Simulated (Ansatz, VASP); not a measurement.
## Rb in VASP and in Ansatz

```
Rb
1.0
     8.06375    0.00000    0.00000
    -4.03187    6.98341    0.00000
     0.00000    0.00000    4.62321
Rb
2
Cartesian
  0.0000 4.6556 2.3116
  4.0319 2.3278 2.3116
```

Alike in both runs: functional PBE; k mesh 12 × 12 × 12; occupations gaussian, width 0.1 eV; no spin polarisation.

Ansatz relaxed the structure, and its values are those at the end. VASP's run is a single point on that final structure, the one shown.

|  | VASP | Ansatz |
| --- | --- | --- |
| version | VASP 6.6.1 | Ansatz 0.2.0 |
| potentials or method | VASP PAW PBE potentials, release 64 (Rb_sv), cutoff 520 eV | scalar-relativistic, plane waves, PAW |
| valence electrons in the cell | 18 | 18 |

|  | VASP | Ansatz | Ansatz less VASP |
| --- | --- | --- | --- |
| gap on the k mesh at the Fermi level (eV) | none | none | - |
| pressure (GPa) | 0.0 | 0.0 | 0.00 |

A gap of «none» marks a metal or a gap that the smearing closes.
